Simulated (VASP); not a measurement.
# TiN (Fm-3m) in VASP: further runs, part 3 of 3

VASP 6.6.1.

## 5. Relaxation of cell and atoms, PBEsol, target pressure 8 GPa, at which the enthalpy is minimised

This run uses another cell than the first one, of 9.05 Å³/atom, 1.061 times its volume.

The input, INCAR:

```
PREC     = Accurate       # precision mode
ENCUT    = 600            # plane-wave cutoff, eV
EDIFF    = 1E-6           # SCF threshold, eV
ISMEAR   = 0              # smearing method
SIGMA    = 0.1            # smearing width, eV
LREAL    = F              # projectors in reciprocal space
LASPH    = T              # aspherical terms in the spheres
NELM     = 80             # most SCF steps
ALGO     = Normal         # electronic algorithm
ISIF     = 3              # what is computed and relaxed
LWAVE    = F              # write WAVECAR
LCHARG   = F              # write CHGCAR
GGA      = PS             # functional
IBRION   = 2              # ionic algorithm
NSW      = 70             # ionic steps
EDIFFG   = -0.008         # ionic threshold
PSTRESS  = 80.0
```

The input, KPOINTS:

```
regular mesh
0
Gamma
  18 18 18
```

The input, POSCAR:

```
TiN
1.0
    0.0000000000      2.0841131644      2.0841131644
    2.0841131644      0.0000000000      2.0841131644
    2.0841131644      2.0841131644      0.0000000000
Ti N
1 1
Direct
    0.0000000000      0.0000000000      0.0000000000
    0.5000000000      0.5000000000      0.5000000000
```

Potentials or basis: VASP PAW PBE potentials, release 64 (Ti_sv, N).

Started as:

```sh
$ cat potpaw_PBE.64/Ti_sv/POTCAR potpaw_PBE.64/N/POTCAR > POTCAR
$ mpirun -np 1 vasp_std > vasp.out
```

OUTCAR:

```text
PREC = Accurate
   ENCUT = 600
   EDIFF = 1E-6
   ISMEAR = 0
   LREAL = F
   LASPH = T
   NELM = 80
   ISIF = 3
   GGA = PS
   IBRION = 2
   NSW = 70
   EDIFFG = -0.008
   PSTRESS = 80.0

 ion  position               nearest neighbor table
   1  0.000  0.000  0.000-   2 2.08   2 2.08   2 2.08   2 2.08   2 2.08   2 2.08
   2  0.500  0.500  0.500-   1 2.08   1 2.08   1 2.08   1 2.08   1 2.08   1 2.08

  LATTYP: Found a face centered cubic cell.
 ALAT       =     4.1682263288

  Lattice vectors:

 A1 = (   0.0000000000,   2.0841131644,   2.0841131644)
 A2 = (   2.0841131644,   0.0000000000,   2.0841131644)
 A3 = (   2.0841131644,   2.0841131644,   0.0000000000)

Analysis of symmetry for initial positions (statically):
=====================================================================
 Subroutine PRICEL returns:
 Original cell was already a primitive cell.

 Routine SETGRP: Setting up the symmetry group for a
 face centered cubic supercell.

 Subroutine GETGRP returns: Found 48 space group operations
 (whereof 48 operations were pure point group operations)
 out of a pool of 48 trial point group operations.

The static configuration has the point symmetry O_h .

Analysis of symmetry for dynamics (positions and initial velocities):
=====================================================================
 Subroutine PRICEL returns:
 Original cell was already a primitive cell.

 Routine SETGRP: Setting up the symmetry group for a
 face centered cubic supercell.

 Subroutine GETGRP returns: Found 48 space group operations
 (whereof 48 operations were pure point group operations)
 out of a pool of 48 trial point group operations.

The dynamic configuration has the point symmetry O_h .

 Subroutine INISYM returns: Found 48 space group operations
 (whereof 48 operations are pure point group operations),
 and found     1 'primitive' translations

----------------------------------------------------------------------------------------

                                     Primitive cell

  volume of cell :      18.1048

  direct lattice vectors                    reciprocal lattice vectors
     0.000000000  2.084113164  2.084113164    -0.239910197  0.239910197  0.239910197
     2.084113164  0.000000000  2.084113164     0.239910197 -0.239910197  0.239910197
     2.084113164  2.084113164  0.000000000     0.239910197  0.239910197 -0.239910197

  length of vectors
     2.947381103  2.947381103  2.947381103     0.415536651  0.415536651  0.415536651

  position of ions in fractional coordinates (direct lattice)
     0.000000000  0.000000000  0.000000000
     0.500000000  0.500000000  0.500000000

  ion indices of the primitive-cell ions
   primitive index   ion index
                 1           1
                 2           2

----------------------------------------------------------------------------------------

 KPOINTS: regular mesh

Automatic generation of k-mesh.
 Grid dimensions read from file:
 generate k-points for:   18   18   18
[... 50 lines left out ...]
   dimension x,y,z NGXF=    48 NGYF=   48 NGZF=   48
   ions per type =               1   1
   NGX,Y,Z   is equivalent  to a cutoff of  13.54, 13.54, 13.54 a.u.
   NGXF,Y,Z  is equivalent  to a cutoff of  27.07, 27.07, 27.07 a.u.
 SYSTEM =  unknown system
   PREC   = accura    normal or accurate (medium, high low for compatibility)
   ISTART =      0    job   : 0-new  1-cont  2-samecut
   ICHARG =      2    charge: 1-file 2-atom 10-const
   ISPIN  =      1    spin polarized calculation?
   LNONCOLLINEAR =      F non collinear calculations
   LSORBIT =      F    spin-orbit coupling
   LASPH  =      T    aspherical Exc in radial PAW
   ENCUT  =  600.0 eV  44.10 Ry    6.64 a.u.   5.89  5.89  5.89*2*pi/ulx,y,z
   NELM   =     80;   NELMIN=  2; NELMDL= -5     # of ELM steps
   EDIFF  = 0.1E-05   stopping-criterion for ELM
   LREAL  =      F    real-space projection
   EDIFFG = -.8E-02   stopping-criterion for IOM
   NSW    =     70    number of steps for IOM
   IBRION =      2    ionic relax: 0-MD 1-quasi-New 2-CG
   NFREE  =      1    steps in history (QN), initial steepest desc. (CG)
   ISIF   =      3    stress and relaxation
   ISYM   =      2    0-nonsym 1-usesym 2-fastsym
   POTIM  = 0.5000    time-step for ionic-motion
   TEBEG  =    0.0;   TEEND  =   0.0 temperature during run
   PSTRESS=   80.0 pullay stress
   NELECT =      17.0000    total number of electrons
   NUPDOWN=      -1.0000    fix difference up-down
   EMIN   =  10.00;   EMAX   =-10.00  energy-range for DOS
   EFERMI =   0.00;   METHOD = LEGACY
   ISMEAR =     0;   SIGMA  =   0.10  broadening in eV -4-tet -1-fermi 0-gaus
   EFERMI_NEDOS =   21; number of points for ismear=-14 and -15
   IALGO  =     38    algorithm
   IMIX   =      4    mixing-type and parameters
     AMIX     =   0.40;   BMIX     =  1.00
     AMIX_MAG =   1.60;   BMIX_MAG =  1.00
  volume/ion in A,a.u.               =       9.05        61.09
  Fermi-wavevector in a.u.,A,eV,Ry     =   1.603097  3.029414 34.965891  2.569920
  Thomas-Fermi vector in A             =   2.699814
   LORBIT       =      0    0 simple, 1 ext, 2 COOP (PROOUT), +10 PAW based schemes
   GGA     = PS    functional components
   LHFCALC =     F    Hartree Fock is set to
   AEXX    =    0.0000 exact exchange contribution
   IVDW    =     0    specifies the selected vdW correction
   LEPSILON=     F    determine dielectric tensor
   LRPA    =     F    only Hartree local field effects (RPA)
 conjugate gradient relaxation of ions
 non-spin polarized calculation
 Gauss-broadening in eV      SIGMA  =   0.10
  energy-cutoff  :      600.00
  volume of cell :       18.10
 maximum number of plane-waves:       620
   NGX = 11   NGY = 11   NGZ = 11

--------------------------------------- Ionic step        1  -------------------------------------------

 number of electron      16.9999998 magnetization

 Free energy of the ion-electron system (eV)
  ---------------------------------------------------
  ext. energy  EPLUGINS =         0.00000000
  ---------------------------------------------------
  free energy    TOTEN  =       -20.76998979 eV

  energy without entropy =      -20.76613146  energy(sigma->0) =      -20.76806063

------------------------ aborting loop because EDIFF is reached ----------------------------------------

  FORCE on cell =-STRESS in cart. coord.  units (eV):
  Direction    XX          YY          ZZ          XY          YZ          ZX
  --------------------------------------------------------------------------------------
  -------------------------------------------------------------------------------------
  Total        0.9548430      0.9548430      0.9548430      0.0000000      0.0000000      0.0000000
  in kB       84.4984351     84.4984351     84.4984351      0.0000000      0.0000000      0.0000000
  external PRESSURE =       4.4984351 kB  Pullay stress =      80.0000000 kB
[... 63 lines left out ...]
--------------------------------------- Ionic step        3  -------------------------------------------

 number of electron      16.9999997 magnetization

 Free energy of the ion-electron system (eV)
  ---------------------------------------------------
  ext. energy  EPLUGINS =         0.00000000
  ---------------------------------------------------
  free energy    TOTEN  =       -20.77136552 eV

  energy without entropy =      -20.76749806  energy(sigma->0) =      -20.76943179

 E-fermi :  12.0104     XC(G=0): -13.5068

 val. band max:       11.9714835159   @ k =  -0.1667   0.1111   0.0000
 cond. band min:      12.0182361313   @ k =   0.4444   0.2222   0.1111
 fundamental gap:      0.0467526154
 Fermi energy:        12.0103503406

 k-point     1 :       0.0000    0.0000    0.0000
  band No.  band energies     occupation
      1     -45.5217      2.00000
      2     -21.5606      2.00000
      3     -21.5606      2.00000
      4     -21.5606      2.00000
      5      -5.3407      2.00000
      6       9.9282      2.00000
      7       9.9282      2.00000
      8       9.9282      2.00000
      9      11.3348      2.00000
     10      11.3348      2.00000
     11      11.3348      2.00000
     12      12.6328      0.00000
[... 331 lines left out ...]
 k-point    24 :      -0.2222    0.0556    0.0000
  band No.  band energies     occupation
      1     -45.4607      2.00000
      2     -21.9482      2.00000
      3     -21.6188      2.00000
      4     -21.5819      2.00000
      5      -4.1930      2.00000
      6       6.3342      2.00000
      7       7.3938      2.00000
      8       7.7300      2.00000
      9      12.2607      0.00040
     10      12.4926      0.00000
     11      13.0207      0.00000
     12      15.1888      0.00000

 [... further k-points ...]

------------------------ aborting loop because EDIFF is reached ----------------------------------------

  FORCE on cell =-STRESS in cart. coord.  units (eV):
  Direction    XX          YY          ZZ          XY          YZ          ZX
  --------------------------------------------------------------------------------------
  -------------------------------------------------------------------------------------
  Total        0.9036289      0.9036289      0.9036289     -0.0000000     -0.0000000      0.0000000
  in kB       79.8483898     79.8483898     79.8483898     -0.0000000     -0.0000000      0.0000000
  external PRESSURE =      -0.1516102 kB  Pullay stress =      80.0000000 kB
[... 21 lines left out ...]
  energy  without entropy=      -20.7674980644  energy(sigma->0) =      -20.76943179

  enthalpy is  TOTEN    =       -19.8660208312 eV   P V=        0.9053446880

 reached required accuracy - stopping structural energy minimisation
```

It took 37 s on 1 thread of Intel Xeon 6975P-C (Granite Rapids), shared host; peak memory 0.18 GiB.

Results:

| Property | Result |
| --- | --- |
| Free energy | -20.7714 eV |
| Relaxed volume | 9.07 Å³/atom |
| Relaxed cell | a = 2.949 Å, b = 2.949 Å, c = 2.949 Å, α = 60.00°, β = 60.00°, γ = 60.00° |
| Space group after relaxing (to 0.05 Å) | Fm-3m (No. 225) |
| Energy change on relaxing (the enthalpy is what falls) | -0.7 meV/atom |
| Ionic steps | 3 |
| Pressure after relaxing | 8.0 GPa |

The path:
```
step  energy change (eV)  largest force (eV/Å)  pressure (GPa)  volume (Å³)
   1              0.0000                0.0000            8.45        18.10
   2             -0.0033                0.0000            7.33        18.17
   3             -0.0014                0.0000            7.98        18.13
```

Final structure:
```
CELL_PARAMETERS angstrom
0.00000 2.08514 2.08514
2.08514 0.00000 2.08514
2.08514 2.08514 0.00000
ATOMIC_POSITIONS crystal
Ti 0.00000 0.00000 0.00000
N 0.50000 0.50000 0.50000
```

Caveat: the cell is relaxed towards a set pressure, so the enthalpy falls and the energy may rise; the PAW data sets were made with another functional, which shifts forces and pressure a little.

## 6. Summary

| cell | gap on the mesh (eV) | pressure (GPa) |
| --- | --- | --- |
| relaxed to 30 GPa from a = 2.889 Å, angles 60.0°, 2 atoms | none | 30.0 |
| relaxed to 15 GPa from a = 2.927 Å, angles 60.0°, 2 atoms | none | 15.0 |
| relaxed to 3 GPa from a = 2.945 Å, angles 60.0°, 2 atoms | none | 3.0 |
| relaxed to 8 GPa from a = 2.947 Å, angles 60.0°, 2 atoms | none | 8.0 |

Alike in all rows: task relaxation of cell and atoms; level PBEsol; potentials or basis VASP PAW PBE potentials, release 64 (Ti_sv, N); no spin polarisation; k mesh 18 × 18 × 18; cutoff (eV) 600; smearing gaussian 0.1 eV.

Caveats: the cell is relaxed towards a set pressure, so the enthalpy falls and the energy may rise; the PAW data sets were made with another functional, which shifts forces and pressure a little.

Absolute energies hang on the potentials; compare differences alone.
